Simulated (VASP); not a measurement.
# NaLi26F27 (a cell with a defect) in VASP: electric field gradients with PBE

Aim: the electric field gradients of NaLi26F27 (a cell with a defect) with PBE.

Program: VASP 6.6.1. These are calculated values, not measurements. Logs are shortened: lines on timing, memory, paths and dates and some standing lists are left out, and cuts for length are marked.

### Step 1. The cell of the first run

The cell holds a defect, 54 atoms: a = 8.545 Å, b = 8.545 Å, c = 8.545 Å, α = 60.00°, β = 60.00°, γ = 60.00°.

### Step 2. Electric field gradients, PBE

INCAR reads:

```
ALGO     = Normal         # electronic algorithm
EDIFF    = 1E-8           # SCF threshold, eV
ENCUT    = 520            # plane-wave cutoff, eV
GGA      = PE             # functional
ISIF     = 2              # what is computed and relaxed
ISMEAR   = -1             # smearing method
LASPH    = T              # aspherical terms in the spheres
LCHARG   = F              # write CHGCAR
LEFG     = T            
LREAL    = Auto         
LWAVE    = F              # write WAVECAR
NBANDS   = 170            # bands
NELM     = 100            # most SCF steps
PREC     = Accurate       # precision mode
SIGMA    = 0.01           # smearing width, eV
```

KPOINTS reads:

```
k-points
0
Gamma
  3 3 3
```

POSCAR reads:

```
NaLi26F27
1.0
    0.0000000000      6.0420000000      6.0420000000
    6.0420000000      0.0000000000      6.0420000000
    6.0420000000      6.0420000000      0.0000000000
Na Li F
1 26 27
Direct
    0.0000000000      0.0000000000      0.0000000000
    0.0000000000      0.0000000000      0.3333333333
    0.0000000000      0.0000000000      0.6666666667
    0.0000000000      0.3333333333      0.0000000000
    0.0000000000      0.3333333333      0.3333333333
    0.0000000000      0.3333333333      0.6666666667
    0.0000000000      0.6666666667      0.0000000000
    0.0000000000      0.6666666667      0.3333333333
    0.0000000000      0.6666666667      0.6666666667
    0.3333333333      0.0000000000      0.0000000000
    0.3333333333      0.0000000000      0.3333333333
    0.3333333333      0.0000000000      0.6666666667
    0.3333333333      0.3333333333      0.0000000000
    0.3333333333      0.3333333333      0.3333333333
    0.3333333333      0.3333333333      0.6666666667
    0.3333333333      0.6666666667      0.0000000000
    0.3333333333      0.6666666667      0.3333333333
    0.3333333333      0.6666666667      0.6666666667
    0.6666666667      0.0000000000      0.0000000000
    0.6666666667      0.0000000000      0.3333333333
    0.6666666667      0.0000000000      0.6666666667
    0.6666666667      0.3333333333      0.0000000000
    0.6666666667      0.3333333333      0.3333333333
    0.6666666667      0.3333333333      0.6666666667
    0.6666666667      0.6666666667      0.0000000000
    0.6666666667      0.6666666667      0.3333333333
    0.6666666667      0.6666666667      0.6666666667
    0.1666666667      0.1666666667      0.1666666667
    0.1666666667      0.1666666667      0.5000000000
    0.1666666667      0.1666666667      0.8333333333
    0.1666666667      0.5000000000      0.1666666667
    0.1666666667      0.5000000000      0.5000000000
    0.1666666667      0.5000000000      0.8333333333
    0.1666666667      0.8333333333      0.1666666667
    0.1666666667      0.8333333333      0.5000000000
    0.1666666667      0.8333333333      0.8333333333
    0.5000000000      0.1666666667      0.1666666667
    0.5000000000      0.1666666667      0.5000000000
    0.5000000000      0.1666666667      0.8333333333
    0.5000000000      0.5000000000      0.1666666667
    0.5000000000      0.5000000000      0.5000000000
    0.5000000000      0.5000000000      0.8333333333
    0.5000000000      0.8333333333      0.1666666667
    0.5000000000      0.8333333333      0.5000000000
    0.5000000000      0.8333333333      0.8333333333
    0.8333333333      0.1666666667      0.1666666667
    0.8333333333      0.1666666667      0.5000000000
    0.8333333333      0.1666666667      0.8333333333
    0.8333333333      0.5000000000      0.1666666667
    0.8333333333      0.5000000000      0.5000000000
    0.8333333333      0.5000000000      0.8333333333
    0.8333333333      0.8333333333      0.1666666667
    0.8333333333      0.8333333333      0.5000000000
    0.8333333333      0.8333333333      0.8333333333
```

Potentials or basis: VASP PAW PBE potentials, release 64 (Na_pv, Li_sv, F).

Command:

```bash
cat potpaw_PBE.64/Na_pv/POTCAR potpaw_PBE.64/Li_sv/POTCAR potpaw_PBE.64/F/POTCAR > POTCAR
mpirun -np 1 vasp_std > vasp.out
```

OUTCAR:

```text
EDIFF = 1E-8
   ENCUT = 520
   GGA = PE
   ISIF = 2
   ISMEAR = -1
   LASPH = T
   LREAL = Auto
   NELM = 100
   PREC = Accurate

 ion  position               nearest neighbor table
   1  0.000  0.000  0.000-  30 2.01  34 2.01  36 2.01  46 2.01  48 2.01  52 2.01
   2  0.000  0.000  0.333-  34 2.01  46 2.01  35 2.01  28 2.01  47 2.01  53 2.01
   3  0.000  0.000  0.667-  36 2.01  48 2.01  29 2.01  47 2.01  35 2.01  54 2.01
   4  0.000  0.333  0.000-  30 2.01  46 2.01  33 2.01  28 2.01  49 2.01  51 2.01
   5  0.000  0.333  0.333-  28 2.01  47 2.01  49 2.01  29 2.01  31 2.01  50 2.01
   6  0.000  0.333  0.667-  29 2.01  30 2.01  48 2.01  51 2.01  50 2.01  32 2.01
[... 46 lines left out ...]
  53  0.833  0.833  0.500-  27 2.01  20 2.01   8 2.01   2 2.01  21 2.01   9 2.01
  54  0.833  0.833  0.833-   9 2.01  21 2.01  25 2.01  19 2.01   7 2.01   3 2.01

  LATTYP: Found a face centered cubic cell.
 ALAT       =    12.0840000000

  Lattice vectors:

 A1 = (   0.0000000000,   6.0420000000,   6.0420000000)
 A2 = (   6.0420000000,   0.0000000000,   6.0420000000)
 A3 = (   6.0420000000,   6.0420000000,   0.0000000000)

Analysis of symmetry for initial positions (statically):
=====================================================================
 Subroutine PRICEL returns:
 Original cell was already a primitive cell.

 Routine SETGRP: Setting up the symmetry group for a
 face centered cubic supercell.

 Subroutine GETGRP returns: Found 48 space group operations
 (whereof 48 operations were pure point group operations)
 out of a pool of 48 trial point group operations.

The static configuration has the point symmetry O_h .

Analysis of symmetry for dynamics (positions and initial velocities):
=====================================================================
 Subroutine PRICEL returns:
 Original cell was already a primitive cell.

 Routine SETGRP: Setting up the symmetry group for a
 face centered cubic supercell.

 Subroutine GETGRP returns: Found 48 space group operations
 (whereof 48 operations were pure point group operations)
 out of a pool of 48 trial point group operations.

The dynamic configuration has the point symmetry O_h .

 Subroutine INISYM returns: Found 48 space group operations
 (whereof 48 operations are pure point group operations),
 and found     1 'primitive' translations

----------------------------------------------------------------------------------------

                                     Primitive cell

  volume of cell :     441.1357

  direct lattice vectors                    reciprocal lattice vectors
     0.000000000  6.042000000  6.042000000    -0.082754055  0.082754055  0.082754055
     6.042000000  0.000000000  6.042000000     0.082754055 -0.082754055  0.082754055
     6.042000000  6.042000000  0.000000000     0.082754055  0.082754055 -0.082754055

  length of vectors
     8.544678344  8.544678344  8.544678344     0.143334228  0.143334228  0.143334228

  position of ions in fractional coordinates (direct lattice)
     0.000000000  0.000000000  0.000000000
     0.000000000  0.000000000  0.333333333
     0.000000000  0.000000000  0.666666667
     0.000000000  0.333333333  0.000000000
     0.000000000  0.333333333  0.333333333
     0.000000000  0.333333333  0.666666667
[... 46 lines left out ...]
     0.833333333  0.833333333  0.500000000
     0.833333333  0.833333333  0.833333333

  ion indices of the primitive-cell ions
   primitive index   ion index
                 1           1
                 2           2
                 3           3
                 4           4
                 5           5
                 6           6
[... 109 lines left out ...]
   PSTRESS=    0.0 pullay stress
   NELECT =     274.0000    total number of electrons
   NUPDOWN=      -1.0000    fix difference up-down
   EMIN   =  10.00;   EMAX   =-10.00  energy-range for DOS
   EFERMI =   0.00;   METHOD = LEGACY
   ISMEAR =    -1;   SIGMA  =   0.01  broadening in eV -4-tet -1-fermi 0-gaus
   EFERMI_NEDOS =   21; number of points for ismear=-14 and -15
   IALGO  =     38    algorithm
   IMIX   =      4    mixing-type and parameters
     AMIX     =   0.40;   BMIX     =  1.00
     AMIX_MAG =   1.60;   BMIX_MAG =  1.00
  volume/ion in A,a.u.               =       8.17        55.13
  Fermi-wavevector in a.u.,A,eV,Ry     =   1.396800  2.639570 26.545659  1.951051
  Thomas-Fermi vector in A             =   2.520119
   LORBIT       =      0    0 simple, 1 ext, 2 COOP (PROOUT), +10 PAW based schemes
   GGA     = PE    functional components
   LHFCALC =     F    Hartree Fock is set to
   AEXX    =    0.0000 exact exchange contribution
   IVDW    =     0    specifies the selected vdW correction
   LEPSILON=     F    determine dielectric tensor
   LRPA    =     F    only Hartree local field effects (RPA)
 non-spin polarized calculation
  energy-cutoff  :      520.00
  volume of cell :      441.14
 maximum number of plane-waves:     11935
   NGX = 31   NGY = 31   NGZ = 31

 number of electron     273.9999998 magnetization

 Free energy of the ion-electron system (eV)
  ---------------------------------------------------
  ext. energy  EPLUGINS =         0.00000000
  ---------------------------------------------------
  free energy    TOTEN  =      -258.01800087 eV

  energy without entropy =     -258.01800087  energy(sigma->0) =     -258.01800087

 E-fermi :  -0.6311     XC(G=0): -10.0339

 val. band max:       -0.9607904722   @ k =   0.0000   0.0000   0.0000
 cond. band min:       8.1281523977   @ k =   0.0000   0.0000   0.0000
 fundamental gap:      9.0889428698
 Fermi energy:        -0.6311087072

 k-point     1 :       0.0000    0.0000    0.0000
  band No.  band energies     occupation
      1     -41.9016      2.00000
      2     -41.8682      2.00000
      3     -41.8682      2.00000
      4     -41.8682      2.00000
      5     -41.8652      2.00000
      6     -41.8652      2.00000
[... 597 lines left out ...]
    148      10.9155      0.00000
    149      10.9353      0.00000
 [bands above 149 left out]

------------------------ aborting loop because EDIFF is reached ----------------------------------------

  FORCE on cell =-STRESS in cart. coord.  units (eV):
  Direction    XX          YY          ZZ          XY          YZ          ZX
  --------------------------------------------------------------------------------------
  -------------------------------------------------------------------------------------
  Total       10.5103987     10.5103987     10.5103987     -0.0000000      0.0000000      0.0000000
  in kB       38.1731162     38.1731162     38.1731162     -0.0000000      0.0000000      0.0000000
  external PRESSURE =      38.1731162 kB  Pullay stress =       0.0000000 kB

 VOLUME and BASIS-vectors are now :
 -----------------------------------------------------------------------------
  energy-cutoff  :      520.00
  volume of cell :      441.14
      direct lattice vectors                 reciprocal lattice vectors
     0.000000000  6.042000000  6.042000000    -0.082754055  0.082754055  0.082754055
     6.042000000  0.000000000  6.042000000     0.082754055 -0.082754055  0.082754055
     6.042000000  6.042000000  0.000000000     0.082754055  0.082754055 -0.082754055

 POSITION                                       TOTAL-FORCE (eV/Angst)
 -----------------------------------------------------------------------------------
      0.00000      0.00000      0.00000         0.000000     -0.000000      0.000000
      2.01400      2.01400      0.00000         0.043041      0.043041      0.000000
      4.02800      4.02800      0.00000        -0.043041     -0.043041      0.000000
      2.01400      0.00000      2.01400         0.043041     -0.000000      0.043041
      4.02800      2.01400      2.01400         0.007524     -0.007524     -0.007524
      6.04200      4.02800      2.01400         0.000000     -0.043041      0.043041
[... 46 lines left out ...]
      8.05600      8.05600     10.07000        -0.005674     -0.005674      0.005674
     10.07000     10.07000     10.07000         0.005674      0.005674      0.005674
 -----------------------------------------------------------------------------------
    total drift:                               -0.000000     -0.000000      0.000000

  FREE ENERGIE OF THE ION-ELECTRON SYSTEM (eV)
  ---------------------------------------------------
  free  energy   TOTEN  =      -258.0180008660 eV

  energy  without entropy=     -258.0180008660  energy(sigma->0) =     -258.01800087

 Electric field gradients (V/A^2)
---------------------------------------------------------------------
 ion       V_xx      V_yy      V_zz      V_xy      V_xz      V_yz
---------------------------------------------------------------------
   1      -0.000    -0.000    -0.000    -0.003    -0.003    -0.003
   2       0.002     0.002    -0.004     0.084     0.002     0.002
   3       0.002     0.002    -0.004     0.084     0.002     0.002
   4       0.002    -0.004     0.002     0.002     0.084     0.002
   5      -0.003     0.001     0.001     0.004     0.004    -0.000
   6      -0.010     0.005     0.005     0.005     0.005    -0.076
[... 46 lines left out ...]
  53       0.001     0.001    -0.002     0.297    -0.294    -0.294
  54       0.000    -0.000    -0.000     0.299     0.299     0.299
---------------------------------------------------------------------

 Electric field gradients after diagonalization (V/A^2)
 (convention: |V_zz| > |V_xx| > |V_yy|)
----------------------------------------------------------------------
 ion       V_xx      V_yy      V_zz     asymmetry (V_yy - V_xx)/ V_zz
----------------------------------------------------------------------
   1       0.003     0.003    -0.007       0.000
   2      -0.082    -0.004     0.087       0.898
   3      -0.082    -0.004     0.087       0.898
   4      -0.082    -0.004     0.087       0.898
   5       0.006     0.001    -0.007       0.600
   6      -0.072    -0.009     0.081       0.779
[... 46 lines left out ...]
  53      -0.296    -0.293     0.590       0.005
  54      -0.299    -0.299     0.598       0.000
----------------------------------------------------------------------

           NMR quadrupolar parameters

 Cq : quadrupolar parameter    Cq=e*Q*V_zz/h
 eta: asymmetry parameters     (V_yy - V_xx)/ V_zz
 Q  : nuclear electric quadrupole moment in mb (millibarn)
----------------------------------------------------------------------
 ion       Cq(MHz)       eta       Q (mb)
----------------------------------------------------------------------
   1      -0.000       0.000       1.000
   2       0.000       0.898       1.000
   3       0.000       0.898       1.000
   4       0.000       0.898       1.000
   5      -0.000       0.600       1.000
   6       0.000       0.779       1.000
[... 46 lines left out ...]
  53       0.001       0.005       1.000
  54       0.001       0.000       1.000
----------------------------------------------------------------------
```

It took 15 min on 1 thread of Intel Xeon Platinum 8375C at 2.90GHz (Ice Lake), shared host; peak memory 0.65 GiB.

Results:

```yaml
Free_energy: -258.0180 eV
Largest_force: 1.321 eV/Å
Band_gap_on_the_k_mesh: 9.09 eV
Largest_electric_field_gradient_by_atom: Na -0.0; Li +0.1, -0.0, +0.0, -0.1 (each value once); F +0.6, -19.2, -0.3, +0.0 (each value once) V/Å²
```

Forces in eV/Å, atoms in the order of the input:
```
Na   0.000  0.000  0.000
Li   0.043  0.043  0.000
Li  -0.043 -0.043  0.000
Li   0.043  0.000  0.043
Li   0.008 -0.008 -0.008
Li   0.000 -0.043  0.043
Li  -0.043  0.000 -0.043
Li   0.000  0.043 -0.043
Li  -0.008  0.008  0.008
Li   0.000  0.043  0.043
Li  -0.008  0.008 -0.008
Li  -0.043  0.000  0.043
Li  -0.008 -0.008  0.008
Li   0.008  0.008  0.008
Li   0.000  0.000 -0.011
Li  -0.043  0.043  0.000
Li   0.000 -0.011  0.000
Li   0.011  0.000  0.000
Li   0.000 -0.043 -0.043
Li   0.043  0.000 -0.043
Li   0.008 -0.008  0.008
Li   0.043 -0.043  0.000
Li  -0.011  0.000  0.000
Li   0.000  0.011  0.000
Li   0.008  0.008 -0.008
Li   0.000  0.000  0.011
Li  -0.008 -0.008 -0.008
F   -0.006 -0.006 -0.006
F    0.006  0.006 -0.006
F    0.000  0.000  1.321
F    0.006 -0.006  0.006
F    0.000 -0.007 -0.007
F    0.007  0.000 -0.007
F    0.000  1.321  0.000
F    0.007 -0.007  0.000
F   -1.321  0.000  0.000
F   -0.006  0.006  0.006
F   -0.007  0.000 -0.007
F    0.000  0.007 -0.007
F   -0.007 -0.007  0.000
F    0.000  0.000  0.000
F    0.007  0.007  0.000
F    0.000 -0.007  0.007
F    0.007  0.000  0.007
F    0.006 -0.006 -0.006
F    1.321  0.000  0.000
F   -0.007  0.007  0.000
F    0.000 -1.321  0.000
F   -0.007  0.000  0.007
F    0.000  0.007  0.007
F   -0.006  0.006 -0.006
F    0.000  0.000 -1.321
F   -0.006 -0.006  0.006
F    0.006  0.006  0.006
```

Levels at points of the mesh, in eV from the valence-band top:
```
           k point  band 135  band 136  band 137  band 138  band 139  band 140
(0.00, 0.00, 0.00)      0.00      0.00      0.00      9.09     10.65     10.67
```

Electric field gradients, principal values (V/Å²):
| atom | least | middle | greatest (by size) |
| --- | --- | --- | --- |
| 1 Na | 0.003 | 0.003 | -0.007 |
| 2 Li | -0.004 | -0.082 | 0.087 |
| 3 Li | -0.004 | -0.082 | 0.087 |
| 4 Li | -0.004 | -0.082 | 0.087 |
| 5 Li | 0.001 | 0.006 | -0.007 |
| 6 Li | -0.009 | -0.072 | 0.081 |
| 7 Li | -0.004 | -0.082 | 0.087 |
| 8 Li | -0.009 | -0.072 | 0.081 |
| 9 Li | 0.001 | 0.006 | -0.007 |
| 10 Li | -0.004 | -0.082 | 0.087 |
| 11 Li | 0.001 | 0.006 | -0.007 |
| 12 Li | -0.009 | -0.072 | 0.081 |
| 13 Li | 0.001 | 0.006 | -0.007 |
| 14 Li | -0.002 | -0.002 | 0.004 |
| 15 Li | 0.023 | 0.028 | -0.051 |
| 16 Li | -0.009 | -0.072 | 0.081 |
| 17 Li | 0.023 | 0.028 | -0.051 |
| 18 Li | 0.023 | 0.028 | -0.051 |
| 19 Li | -0.004 | -0.082 | 0.087 |
| 20 Li | -0.009 | -0.072 | 0.081 |
| 21 Li | 0.001 | 0.006 | -0.007 |
| 22 Li | -0.009 | -0.072 | 0.081 |
| 23 Li | 0.023 | 0.028 | -0.051 |
| 24 Li | 0.023 | 0.028 | -0.051 |
| 25 Li | 0.001 | 0.006 | -0.007 |
| 26 Li | 0.023 | 0.028 | -0.051 |
| 27 Li | -0.002 | -0.002 | 0.004 |
| 28 F | -0.299 | -0.299 | 0.598 |
| 29 F | -0.293 | -0.296 | 0.590 |
| 30 F | 9.623 | 9.627 | -19.250 |
| 31 F | -0.293 | -0.296 | 0.590 |
| 32 F | 0.099 | 0.189 | -0.288 |
| 33 F | 0.095 | 0.185 | -0.280 |
| 34 F | 9.623 | 9.627 | -19.250 |
| 35 F | 0.095 | 0.185 | -0.280 |
| 36 F | 9.623 | 9.627 | -19.250 |
| 37 F | -0.293 | -0.296 | 0.590 |
| 38 F | 0.099 | 0.189 | -0.288 |
| 39 F | 0.095 | 0.185 | -0.280 |
| 40 F | 0.099 | 0.189 | -0.288 |
| 41 F | -0.006 | -0.006 | 0.012 |
| 42 F | 0.099 | 0.189 | -0.288 |
| 43 F | 0.095 | 0.185 | -0.280 |
| 44 F | 0.099 | 0.189 | -0.288 |
| 45 F | -0.293 | -0.296 | 0.590 |
| 46 F | 9.623 | 9.627 | -19.250 |
| 47 F | 0.095 | 0.185 | -0.280 |
| 48 F | 9.623 | 9.627 | -19.250 |
| 49 F | 0.095 | 0.185 | -0.280 |
| 50 F | 0.099 | 0.189 | -0.288 |
| 51 F | -0.293 | -0.296 | 0.590 |
| 52 F | 9.623 | 9.627 | -19.250 |
| 53 F | -0.293 | -0.296 | 0.590 |
| 54 F | -0.299 | -0.299 | 0.598 |

Caveat: the cutoff is under 1.25 times the usual one of these potentials, so pressure, stress and relaxed cells hold a basis-set (Pulay) error; without QUAD_EFG the Cq values of the log hold for a quadrupole moment of 1 mb, not for the nuclei.
